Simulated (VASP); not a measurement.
# Mg (P6_3/mmc) in VASP: a series of runs

The runs below take Mg through single point, with r2SCAN.

Program: VASP 6.6.1. These are calculated values, not measurements. Logs are shortened: lines on timing, memory, paths and dates and some standing lists are left out, and cuts for length are marked.

### 1 The cell of the first run

The structure is hexagonal, space group P6_3/mmc (No. 194). Conventional cell: a = 3.179 Å, b = 3.179 Å, c = 5.157 Å, α = 90.00°, β = 90.00°, γ = 120.00°. Within 4.2 Å of Mg (site symmetry -6m2) lie 12 Mg at 3.17 to 3.18 Å.

### 2 Single point, r2SCAN

Input file POSCAR:

```
Mg
1.0
    3.1792646675      0.0000000000      0.0000000000
   -1.5896323337      2.7533239674      0.0000000000
    0.0000000000      0.0000000000      5.1568903974
Mg
2
Direct
    0.3333333333      0.6666666667      0.2500000000
    0.6666666667      0.3333333333      0.7500000000
```

Input file INCAR.step1:

```
  PREC = Accurate
  ENCUT = 520
  ISMEAR = 1
  SIGMA = 0.3
  LREAL = False
  LASPH = True
  NELM = 100
  NBANDS = 9
  GGA = PE
  ALGO = Normal
  EDIFF = 1E-4
  LWAVE = True
  LCHARG = False
```

Input file INCAR.step2:

```
  PREC = Accurate
  ENCUT = 520
  EDIFF = 1E-6
  ISMEAR = 1
  SIGMA = 0.3
  LREAL = False
  LASPH = True
  NELM = 100
  ALGO = Normal
  ISIF = 2
  LWAVE = False
  LCHARG = False
  METAGGA = R2SCAN
  LMIXTAU = True
  NBANDS = 9
  ISTART = 1
```

Input file KPOINTS:

```
regular mesh
0
Gamma
  11 11 6
```

Potentials or basis: VASP PAW PBE potentials, release 64 (Mg).

The run is started by

```sh
cat potpaw_PBE.64/Mg/POTCAR > POTCAR
cp INCAR.step1 INCAR
mpirun -np 1 vasp_std > vasp.out
cp INCAR.step2 INCAR
mpirun -np 1 vasp_std > vasp.out
```

OUTCAR:

```text
PREC = Accurate
   ENCUT = 520
   EDIFF = 1E-6
   ISMEAR = 1
   LREAL = False
   LASPH = True
   NELM = 100
   ISIF = 2
   METAGGA = R2SCAN
   ISTART = 1

 ion  position               nearest neighbor table
   1  0.333  0.667  0.250-   2 3.17   2 3.17   2 3.17   2 3.17   2 3.17   2 3.17
   2  0.667  0.333  0.750-   1 3.17   1 3.17   1 3.17   1 3.17   1 3.17   1 3.17

  LATTYP: Found a hexagonal cell.
 ALAT       =     3.1792646675
 C/A-ratio  =     1.6220387218

  Lattice vectors:

 A1 = (   3.1792646675,   0.0000000000,   0.0000000000)
 A2 = (  -1.5896323337,   2.7533239674,   0.0000000000)
 A3 = (   0.0000000000,   0.0000000000,   5.1568903974)

Analysis of symmetry for initial positions (statically):
=====================================================================
 Subroutine PRICEL returns:
 Original cell was already a primitive cell.

 Routine SETGRP: Setting up the symmetry group for a
 hexagonal supercell.

 Subroutine GETGRP returns: Found 24 space group operations
 (whereof 12 operations were pure point group operations)
 out of a pool of 24 trial point group operations.

The static configuration has the point symmetry D_3d.
 The point group associated with its full space group is D_6h.

Analysis of symmetry for dynamics (positions and initial velocities):
=====================================================================
 Subroutine PRICEL returns:
 Original cell was already a primitive cell.

 Routine SETGRP: Setting up the symmetry group for a
 hexagonal supercell.

 Subroutine GETGRP returns: Found 24 space group operations
 (whereof 12 operations were pure point group operations)
 out of a pool of 24 trial point group operations.

The dynamic configuration has the point symmetry D_3d.
 The point group associated with its full space group is D_6h.

 Subroutine INISYM returns: Found 24 space group operations
 (whereof 12 operations are pure point group operations),
 and found     1 'primitive' translations

----------------------------------------------------------------------------------------

                                     Primitive cell

  volume of cell :      45.1411

  direct lattice vectors                    reciprocal lattice vectors
     3.179264668  0.000000000  0.000000000     0.314538142  0.181598681  0.000000000
    -1.589632334  2.753323967  0.000000000     0.000000000  0.363197361  0.000000000
     0.000000000  0.000000000  5.156890397     0.000000000  0.000000000  0.193915310

  length of vectors
     3.179264668  3.179264667  5.156890397     0.363197361  0.363197361  0.193915310

[... 81 lines left out ...]
   LREAL  =      F    real-space projection
[... 7 lines left out ...]
   TEBEG  =    0.0;   TEEND  =   0.0 temperature during run
   PSTRESS=    0.0 pullay stress
   NELECT =       4.0000    total number of electrons
   NUPDOWN=      -1.0000    fix difference up-down
   EMIN   =  10.00;   EMAX   =-10.00  energy-range for DOS
   EFERMI =   0.00;   METHOD = LEGACY
   ISMEAR =     1;   SIGMA  =   0.30  broadening in eV -4-tet -1-fermi 0-gaus
   EFERMI_NEDOS =   21; number of points for ismear=-14 and -15
   IALGO  =     38    algorithm
   IMIX   =      4    mixing-type and parameters
     AMIX     =   0.40;   BMIX     =  1.00
     AMIX_MAG =   1.60;   BMIX_MAG =  1.00
  volume/ion in A,a.u.               =      22.57       152.31
  Fermi-wavevector in a.u.,A,eV,Ry     =   0.729857  1.379229  7.247696  0.532691
  Thomas-Fermi vector in A             =   1.821682
   LORBIT       =      0    0 simple, 1 ext, 2 COOP (PROOUT), +10 PAW based schemes
   METAGGA = R2SCAN    functional components
   LHFCALC =     F    Hartree Fock is set to
   AEXX    =    0.0000 exact exchange contribution
   IVDW    =     0    specifies the selected vdW correction
   LEPSILON=     F    determine dielectric tensor
   LRPA    =     F    only Hartree local field effects (RPA)
 non-spin polarized calculation
 Methfessel and Paxton  Order N= 1 SIGMA  =   0.30
  energy-cutoff  :      520.00
  volume of cell :       45.14
 maximum number of plane-waves:      1232
 NGX is ok and might be reduce to    24
   NGX = 11   NGY = 11   NGZ = 19

 number of electron       4.0000000 magnetization

 Free energy of the ion-electron system (eV)
  ---------------------------------------------------
  ext. energy  EPLUGINS =         0.00000000
  ---------------------------------------------------
  free energy    TOTEN  =        -8.31333677 eV

  energy without entropy =       -8.32074560  energy(sigma->0) =       -8.31580638

 E-fermi :   2.7317     XC(G=0):  -9.0940

 val. band max:        2.6735172906   @ k =   0.1818   0.0909   0.0000
 cond. band min:       2.7473105937   @ k =   0.1818   0.1818   0.0000
 fundamental gap:      0.0737933031
 Fermi energy:         2.7316840814

 k-point     1 :       0.0000    0.0000    0.0000
  band No.  band energies     occupation
      1      -4.7288      2.00000
      2       0.8051      2.00000
      3       1.5503      2.00000
      4      14.5281      0.00000
      5      14.5281      0.00000
      6      14.7187      0.00000
      7      14.7187      0.00000
      8      15.4442      0.00000
      9      17.3521      0.00000
[... 265 lines left out ...]
 k-point    24 :       0.1818    0.0909    0.1667
  band No.  band energies     occupation
      1      -3.3442      2.00000
      2       0.5327      2.00000
      3       4.3436     -0.00000
      4       7.7853     -0.00000
      5       9.4850      0.00000
      6      11.4825      0.00000
      7      13.0702      0.00000
      8      14.5000      0.00000
      9      15.1597      0.00000

 [... further k-points ...]

------------------------ aborting loop because EDIFF is reached ----------------------------------------

  FORCE on cell =-STRESS in cart. coord.  units (eV):
  Direction    XX          YY          ZZ          XY          YZ          ZX
  --------------------------------------------------------------------------------------
  -------------------------------------------------------------------------------------
  Total       -0.0815512     -0.0815512     -0.0959403     -0.0000000      0.0000000      0.0000000
  in kB       -2.8944691     -2.8944691     -3.4051780     -0.0000000      0.0000000      0.0000000
  external PRESSURE =      -3.0647054 kB  Pullay stress =       0.0000000 kB

 VOLUME and BASIS-vectors are now :
 -----------------------------------------------------------------------------
  energy-cutoff  :      520.00
  volume of cell :       45.14
      direct lattice vectors                 reciprocal lattice vectors
     3.179264668  0.000000000  0.000000000     0.314538142  0.181598681  0.000000000
    -1.589632334  2.753323967  0.000000000     0.000000000  0.363197361  0.000000000
     0.000000000  0.000000000  5.156890397     0.000000000  0.000000000  0.193915310

 POSITION                                       TOTAL-FORCE (eV/Angst)
 -----------------------------------------------------------------------------------
     -0.00000      1.83555      1.28922        -0.000000      0.000000      0.000000
      1.58963      0.91777      3.86767         0.000000     -0.000000      0.000000
 -----------------------------------------------------------------------------------
    total drift:                                0.000000     -0.000000      0.000000

  FREE ENERGIE OF THE ION-ELECTRON SYSTEM (eV)
  ---------------------------------------------------
  free  energy   TOTEN  =        -8.3133367663 eV

  energy  without entropy=       -8.3207455998  energy(sigma->0) =       -8.31580638
```

OUTCAR.step1:

```text
PREC = Accurate
   ENCUT = 520
   ISMEAR = 1
   LREAL = False
   LASPH = True
[... 513 lines left out ...]
     -0.00000      1.83555      1.28922        -0.000000      0.000000      0.000000
      1.58963      0.91777      3.86767         0.000000      0.000000      0.000000
 -----------------------------------------------------------------------------------
    total drift:                                0.000000     -0.000000      0.000000

  FREE ENERGIE OF THE ION-ELECTRON SYSTEM (eV)
  ---------------------------------------------------
  free  energy   TOTEN  =        -3.0273592489 eV

  energy  without entropy=       -3.0355585972  energy(sigma->0) =       -3.03009237
```

OSZICAR.step1:

```text
N       E                     dE             d eps       ncg     rms          rms(c)
DAV:   1    -0.305625440336E+00   -0.30563E+00   -0.12437E+03  1152   0.310E+02
DAV:   2    -0.299987984093E+01   -0.26943E+01   -0.26136E+01  1528   0.269E+01
DAV:   3    -0.304082434219E+01   -0.40945E-01   -0.40734E-01  1539   0.279E+00
DAV:   4    -0.304095037883E+01   -0.12604E-03   -0.12603E-03  1493   0.146E-01
DAV:   5    -0.304095098380E+01   -0.60497E-06   -0.60454E-06  1479   0.974E-03    0.961E-01
DAV:   6    -0.303479454012E+01    0.61564E-02   -0.56387E-04  1386   0.187E-01    0.615E-01
DAV:   7    -0.302734808730E+01    0.74465E-02   -0.21672E-03  1207   0.323E-01    0.336E-02
DAV:   8    -0.302735924894E+01   -0.11162E-04   -0.14683E-05   927   0.235E-02
   1 F= -.30273592E+01 E0= -.30300924E+01  d E =0.819935E-02
```

It took 96 s on 1 thread of AMD EPYC 7R13, shared host; peak memory 0.15 GiB.

Results:

```
Free energy            : -8.3133 eV
Pressure               : -0.3 GPa
Band gap on the k mesh : zero (bands 2 and 3 overlap by 2.07 eV)
```

Levels at points of the mesh, in eV from the Fermi level:
| k point | band 1 | band 2 | band 3 | band 4 | band 5 |
| --- | --- | --- | --- | --- | --- |
| (0.00, 0.00, 0.00) | -7.46 | -1.93 | -1.18 | 11.80 | 11.80 |
| (0.00, 0.00, 0.50) | -5.96 | -5.96 | 5.46 | 5.46 | 12.56 |

Caveat: so wide a smearing shifts energies and pressures; the PAW data sets were made with another functional, which shifts forces and pressure a little.

### 3 Single point, r2SCAN

POSCAR is that of step 2.

Input file INCAR.step1:

```
SYSTEM = Mg
  PREC = Accurate
  ENCUT = 520
  ISMEAR = 1
  SIGMA = 0.6
  LREAL = .FALSE.
  LASPH = .TRUE.
  NELM = 100
  NBANDS = 9
  GGA = PE
  ALGO = Normal
  EDIFF = 1E-4
  LWAVE = .TRUE.
  LCHARG = .FALSE.
```

Input file INCAR.step2:

```
SYSTEM = Mg
  PREC = Accurate
  ENCUT = 520
  EDIFF = 1E-7
  ISMEAR = 1
  SIGMA = 0.6
  LREAL = .FALSE.
  LASPH = .TRUE.
  NELM = 100
  ALGO = Normal
  ISIF = 2
  LWAVE = .FALSE.
  LCHARG = .TRUE.
  METAGGA = R2SCAN
  LMIXTAU = .TRUE.
  LELF = .TRUE.
  LVHAR = .TRUE.
  NBANDS = 9
  ISTART = 1
```

Input file KPOINTS:

```
regular mesh
0
G
  11 11 6
  0 0 0
```

Potentials or basis: VASP PAW PBE potentials, release 64 (Mg).

The run is started by

```sh
cat potpaw_PBE.64/Mg/POTCAR > POTCAR
cp INCAR.step1 INCAR
mpirun -np 1 vasp_std > vasp.out
cp INCAR.step2 INCAR
mpirun -np 1 vasp_std > vasp.out
```

It took 2.1 min on 1 thread of AMD EPYC 7R13, shared host; peak memory 0.15 GiB.

Results (log left out):

| Property | Result |
| --- | --- |
| Free energy | -8.3036 eV |
| Pressure | -0.3 GPa |
| Band gap on the k mesh | zero (bands 2 and 3 overlap by 2.07 eV) |

Levels at points of the mesh, in eV from the Fermi level:
```csv
k point,band 1,band 2,band 3,band 4,band 5,band 6,band 7
"(0.00, 0.00, 0.00)",-7.49,-1.95,-1.21,11.77,11.77,11.96,11.96
"(0.00, 0.00, 0.50)",-5.99,-5.99,5.44,5.44,12.53,12.53,12.53
```

Caveat: so wide a smearing shifts energies and pressures; the PAW data sets were made with another functional, which shifts forces and pressure a little.
